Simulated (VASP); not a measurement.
# Ba (P6_3/mmc) in VASP: notebook

The runs below take Ba through single point, relaxation of cell and atoms, with LDA.

All numbers are computed with VASP 6.6.1; they aren't measurements. Logs are shortened: lines on timing, memory, paths and dates and some standing lists are left out, and cuts for length are marked.

## Step 1: The cell of the first run

It takes space group P6_3/mmc (No. 194, hexagonal). Conventional cell: a = 4.352 Å, b = 4.352 Å, c = 14.170 Å, α = 90.00°, β = 90.00°, γ = 120.00°. Within 5.7 Å of Ba (site symmetry -3m) lie 12 Ba at 4.34 to 4.35 Å. Within 5.7 Å of Ba (site symmetry -6m2) lie 12 Ba at 4.34 to 4.35 Å.

This isn't the form of Ba at room conditions, which is bcc.

## Step 2: Single point, LDA (58.11 Å³/atom)

Input file INCAR:

```
SYSTEM = Ba
ALGO = Normal
EDIFF = 1E-7
ENCUT = 520
ISIF = 2
ISMEAR = -1
LASPH = .True.
LCHARG = .True.
LELF = .True.
LREAL = .False.
LVHAR = .True.
LWAVE = .False.
NBANDS = 28
NELM = 100
PREC = Accurate
SIGMA = 0.1
```

Input file KPOINTS:

```
k-points
0
Gamma
  10 10 3
  0 0 0
```

Input file POSCAR:

```
Ba
1.0
    4.3520623537      0.0000000000      0.0000000000
   -2.1760311768      3.7689965571      0.0000000000
    0.0000000000      0.0000000000     14.1701631873
Ba
4
Direct
    1.0000000000      1.0000000000      0.0000000000
    1.0000000000      0.0000000000      0.5000000000
    0.3333333333      0.6666666667      0.2500000000
    0.6666666667      0.3333333333      0.7500000000
```

Potentials or basis: VASP PAW LDA potentials, release 64 (Ba_sv).

The run is started by

```sh
> cat potpaw_LDA.64/Ba_sv/POTCAR > POTCAR
> mpirun -np 1 vasp_std > vasp.out
```

OUTCAR:

```text
SYSTEM = Ba
   EDIFF = 1E-7
   ENCUT = 520
   ISIF = 2
   ISMEAR = -1
   LASPH = .True.
   LREAL = .False.
   NELM = 100
   PREC = Accurate

 ion  position               nearest neighbor table
   1  0.000  0.000  0.000-   3 4.34   4 4.34   3 4.34   4 4.34   4 4.34   3 4.34
   2  0.000  0.000  0.500-   3 4.34   4 4.34   3 4.34   4 4.34   4 4.34   3 4.34
   3  0.333  0.667  0.250-   1 4.34   2 4.34   1 4.34   2 4.34   1 4.34   2 4.34
   4  0.667  0.333  0.750-   1 4.34   2 4.34   1 4.34   2 4.34   1 4.34   2 4.34

  LATTYP: Found a hexagonal cell.
 ALAT       =     4.3520623537
 C/A-ratio  =     3.2559651116

  Lattice vectors:

 A1 = (   4.3520623537,   0.0000000000,   0.0000000000)
 A2 = (  -2.1760311768,   3.7689965571,   0.0000000000)
 A3 = (   0.0000000000,   0.0000000000,  14.1701631873)

Analysis of symmetry for initial positions (statically):
=====================================================================
 Subroutine PRICEL returns:
 Original cell was already a primitive cell.

 Routine SETGRP: Setting up the symmetry group for a
 hexagonal supercell.

 Subroutine GETGRP returns: Found 24 space group operations
 (whereof 12 operations were pure point group operations)
 out of a pool of 24 trial point group operations.

The static configuration has the point symmetry D_3d.
 The point group associated with its full space group is D_6h.

Analysis of symmetry for dynamics (positions and initial velocities):
=====================================================================
 Subroutine PRICEL returns:
 Original cell was already a primitive cell.

 Routine SETGRP: Setting up the symmetry group for a
 hexagonal supercell.

 Subroutine GETGRP returns: Found 24 space group operations
 (whereof 12 operations were pure point group operations)
 out of a pool of 24 trial point group operations.

The dynamic configuration has the point symmetry D_3d.
 The point group associated with its full space group is D_6h.

 Subroutine INISYM returns: Found 24 space group operations
 (whereof 12 operations are pure point group operations),
 and found     1 'primitive' translations

----------------------------------------------------------------------------------------

                                     Primitive cell

  volume of cell :     232.4319

  direct lattice vectors                    reciprocal lattice vectors
     4.352062354  0.000000000  0.000000000     0.229776120  0.132661305  0.000000000
    -2.176031177  3.768996557  0.000000000     0.000000000  0.265322609  0.000000000
     0.000000000  0.000000000 14.170163187     0.000000000  0.000000000  0.070570817

  length of vectors
     4.352062354  4.352062354 14.170163187     0.265322609  0.265322609  0.070570817

  position of ions in fractional coordinates (direct lattice)
     0.000000000  0.000000000  0.000000000
     0.000000000  0.000000000  0.500000000
     0.333333333  0.666666667  0.250000000
     0.666666667  0.333333333  0.750000000

  ion indices of the primitive-cell ions
   primitive index   ion index
                 1           1
                 2           2
                 3           3
                 4           4

----------------------------------------------------------------------------------------

 KPOINTS: k-points

Automatic generation of k-mesh.
 Grid dimensions read from file:
 generate k-points for:   10   10    3

 Generating k-lattice:

  Cartesian coordinates                     Fractional coordinates (reciprocal lattice)
     0.022977612  0.013266130  0.000000000     0.100000000  0.000000000  0.000000000
     0.000000000  0.026532261  0.000000000     0.000000000  0.100000000  0.000000000
     0.000000000  0.000000000  0.023523606     0.000000000  0.000000000  0.333333333

  Length of vectors
     0.026532261  0.026532261  0.023523606

  Shift w.r.t. Gamma in fractional coordinates (k-lattice)
     0.000000000  0.000000000  0.000000000

 Subroutine IBZKPT returns following result:
 ===========================================

 Found     28 irreducible k-points:

 Following reciprocal coordinates:
            Coordinates               Weight
  0.000000  0.000000  0.000000      1.000000
  0.100000  0.000000  0.000000      6.000000
  0.200000  0.000000  0.000000      6.000000
  0.300000 -0.000000  0.000000      6.000000
  0.400000 -0.000000  0.000000      6.000000
  0.500000 -0.000000  0.000000      3.000000
[... 16 lines left out ...]
  0.300000  0.100000  0.333333     24.000000
  0.400000  0.100000  0.333333     24.000000
 [... further k-points ...]
   k-points           NKPTS =     28   k-points in BZ     NKDIM =     28   number of bands    NBANDS=     28
   number of dos      NEDOS =    301   number of ions     NIONS =      4
   total plane-waves  NPLWV = 110592
   dimension x,y,z NGX =    32 NGY =   32 NGZ =  108
   dimension x,y,z NGXF=    64 NGYF=   64 NGZF=  216
   ions per type =               4
   NGX,Y,Z   is equivalent  to a cutoff of  12.22, 12.22, 12.67 a.u.
   NGXF,Y,Z  is equivalent  to a cutoff of  24.45, 24.45, 25.34 a.u.
 SYSTEM =  Ba
   PREC   = accura    normal or accurate (medium, high low for compatibility)
   ISTART =      0    job   : 0-new  1-cont  2-samecut
   ICHARG =      2    charge: 1-file 2-atom 10-const
   ISPIN  =      1    spin polarized calculation?
   LNONCOLLINEAR =      F non collinear calculations
   LSORBIT =      F    spin-orbit coupling
   LASPH  =      T    aspherical Exc in radial PAW
   ENCUT  =  520.0 eV  38.22 Ry    6.18 a.u.   8.09  8.09 26.35*2*pi/ulx,y,z
   NELM   =    100;   NELMIN=  2; NELMDL= -5     # of ELM steps
   EDIFF  = 0.1E-06   stopping-criterion for ELM
   LREAL  =      F    real-space projection
   EDIFFG = 0.1E-05   stopping-criterion for IOM
   NSW    =      0    number of steps for IOM
   IBRION =     -1    ionic relax: 0-MD 1-quasi-New 2-CG
   NFREE  =      0    steps in history (QN), initial steepest desc. (CG)
   ISIF   =      2    stress and relaxation
   ISYM   =      2    0-nonsym 1-usesym 2-fastsym
   POTIM  = 0.5000    time-step for ionic-motion
   TEBEG  =    0.0;   TEEND  =   0.0 temperature during run
   PSTRESS=    0.0 pullay stress
   NELECT =      40.0000    total number of electrons
   NUPDOWN=      -1.0000    fix difference up-down
   EMIN   =  10.00;   EMAX   =-10.00  energy-range for DOS
   EFERMI =   0.00;   METHOD = LEGACY
   ISMEAR =    -1;   SIGMA  =   0.10  broadening in eV -4-tet -1-fermi 0-gaus
   EFERMI_NEDOS =   21; number of points for ismear=-14 and -15
   IALGO  =     38    algorithm
   IMIX   =      4    mixing-type and parameters
     AMIX     =   0.40;   BMIX     =  1.00
     AMIX_MAG =   1.60;   BMIX_MAG =  1.00
  volume/ion in A,a.u.               =      58.11       392.13
  Fermi-wavevector in a.u.,A,eV,Ry     =   0.910604  1.720792 11.281948  0.829200
  Thomas-Fermi vector in A             =   2.034786
   LORBIT       =      0    0 simple, 1 ext, 2 COOP (PROOUT), +10 PAW based schemes
   GGA     = CA    functional components
   LHFCALC =     F    Hartree Fock is set to
   AEXX    =    0.0000 exact exchange contribution
   IVDW    =     0    specifies the selected vdW correction
   LEPSILON=     F    determine dielectric tensor
   LRPA    =     F    only Hartree local field effects (RPA)
 non-spin polarized calculation
  energy-cutoff  :      520.00
  volume of cell :      232.43
 maximum number of plane-waves:      6282
   NGX = 17   NGY = 17   NGZ = 53

 number of electron      40.0000002 magnetization

 Free energy of the ion-electron system (eV)
  ---------------------------------------------------
  ext. energy  EPLUGINS =         0.00000000
  ---------------------------------------------------
  free energy    TOTEN  =        -9.02036320 eV

  energy without entropy =       -8.79528717  energy(sigma->0) =       -8.90782518

 E-fermi :   1.7298     XC(G=0):  -7.8788

 val. band max:        1.7147315358   @ k =   0.3000   0.3000   0.3333
 cond. band min:       1.7375596019   @ k =   0.3000   0.3000   0.0000
 fundamental gap:      0.0228280660
 Fermi energy:         1.7297950669

 k-point     1 :       0.0000    0.0000    0.0000
  band No.  band energies     occupation
      1     -26.9574      2.00000
      2     -26.9311      2.00000
      3     -26.9245      2.00000
      4     -26.8979      2.00000
      5     -12.4800      2.00000
      6     -12.1891      2.00000
[... 20 lines left out ...]
     27       3.4599      0.00000
     28       3.5419      0.00000

 k-point     2 :       0.1000    0.0000    0.0000
  band No.  band energies     occupation
      1     -26.9525      2.00000
      2     -26.9274      2.00000
      3     -26.9209      2.00000
      4     -26.8955      2.00000
      5     -12.4610      2.00000
      6     -12.1949      2.00000
[... 20 lines left out ...]
     27       3.5497      0.00000
     28       3.5829      0.00000

 k-point     3 :       0.2000    0.0000    0.0000
  band No.  band energies     occupation
      1     -26.9393      2.00000
      2     -26.9179      2.00000
      3     -26.9113      2.00000
      4     -26.8896      2.00000
      5     -12.4083      2.00000
      6     -12.2330      2.00000
[... 20 lines left out ...]
     27       3.6307      0.00000
     28       3.8139      0.00000

 k-point     4 :       0.3000   -0.0000    0.0000
  band No.  band energies     occupation
      1     -26.9221      2.00000
      2     -26.9060      2.00000
      3     -26.8995      2.00000
      4     -26.8833      2.00000
      5     -12.3558      2.00000
      6     -12.3302      2.00000
[... 20 lines left out ...]
     27       3.4893      0.00000
     28       3.5044      0.00000

 k-point     5 :       0.4000   -0.0000    0.0000
  band No.  band energies     occupation
      1     -26.9065      2.00000
      2     -26.8963      2.00000
      3     -26.8898      2.00000
      4     -26.8796      2.00000
      5     -12.4296      2.00000
      6     -12.4244      2.00000
[... 20 lines left out ...]
     27       3.4494      0.00000
     28       3.5476      0.00000

 k-point     6 :       0.5000   -0.0000    0.0000
  band No.  band energies     occupation
      1     -26.8996      2.00000
      2     -26.8927      2.00000
      3     -26.8861      2.00000
      4     -26.8792      2.00000
      5     -12.4691      2.00000
      6     -12.4595      2.00000
[... 463 lines left out ...]
      5     -12.3971      2.00000
      6     -12.3205      2.00000
[... 20 lines left out ...]
     27       3.5801      0.00000
     28       3.6665      0.00000

 k-point    22 :       0.2000    0.1000    0.3333
  band No.  band energies     occupation
      1     -26.9254      2.00000
      2     -26.9179      2.00000
      3     -26.8957      2.00000
      4     -26.8881      2.00000
      5     -12.3540      2.00000
      6     -12.3258      2.00000
[... 20 lines left out ...]
     27       3.4047      0.00000
     28       3.4927      0.00000

 k-point    23 :       0.3000    0.1000    0.3333
  band No.  band energies     occupation
      1     -26.9096      2.00000
      2     -26.9043      2.00000
      3     -26.8878      2.00000
      4     -26.8825      2.00000
      5     -12.3805      2.00000
      6     -12.3504      2.00000
[... 20 lines left out ...]
     27       3.2296      0.00000
     28       3.3502      0.00000

 k-point    24 :       0.4000    0.1000    0.3333
  band No.  band energies     occupation
      1     -26.8984      2.00000
      2     -26.8953      2.00000
      3     -26.8835      2.00000
      4     -26.8803      2.00000
      5     -12.4319      2.00000
      6     -12.4218      2.00000
[... 20 lines left out ...]
     27       3.2667      0.00000
     28       3.5133      0.00000

 [... further k-points ...]

------------------------ aborting loop because EDIFF is reached ----------------------------------------

  FORCE on cell =-STRESS in cart. coord.  units (eV):
  Direction    XX          YY          ZZ          XY          YZ          ZX
  --------------------------------------------------------------------------------------
  -------------------------------------------------------------------------------------
  Total       -0.8678799     -0.8678799     -0.8554791     -0.0000000      0.0000000     -0.0000000
  in kB       -5.9823872     -5.9823872     -5.8969069     -0.0000000      0.0000000     -0.0000000
  external PRESSURE =      -5.9538938 kB  Pullay stress =       0.0000000 kB

 VOLUME and BASIS-vectors are now :
 -----------------------------------------------------------------------------
  energy-cutoff  :      520.00
  volume of cell :      232.43
      direct lattice vectors                 reciprocal lattice vectors
     4.352062354  0.000000000  0.000000000     0.229776120  0.132661305  0.000000000
    -2.176031177  3.768996557  0.000000000     0.000000000  0.265322609  0.000000000
     0.000000000  0.000000000 14.170163187     0.000000000  0.000000000  0.070570817

 POSITION                                       TOTAL-FORCE (eV/Angst)
 -----------------------------------------------------------------------------------
      0.00000      0.00000      0.00000        -0.000000      0.000000      0.000000
      0.00000      0.00000      7.08508        -0.000000      0.000000      0.000000
     -0.00000      2.51266      3.54254        -0.000000      0.000000     -0.000000
      2.17603      1.25633     10.62762         0.000000     -0.000000      0.000000
 -----------------------------------------------------------------------------------
    total drift:                                0.000000      0.000000     -0.000000

  FREE ENERGIE OF THE ION-ELECTRON SYSTEM (eV)
  ---------------------------------------------------
  free  energy   TOTEN  =        -9.0203631979 eV

  energy  without entropy=       -8.7952871687  energy(sigma->0) =       -8.90782518
```

Run time: 81 s. Hardware: 1 thread of Intel Xeon 6975P-C (Granite Rapids), shared host; peak memory 0.33 GiB.

Results:

| Quantity | Value |
| --- | --- |
| Free energy | -9.0204 eV |
| Pressure | -0.6 GPa |
| Band gap on the k mesh | zero (bands 20 and 21 overlap by 0.19 eV) |

Caveat: spin-orbit coupling is left out, which moves the levels of the heavy elements.

[end of part 1 of 2]
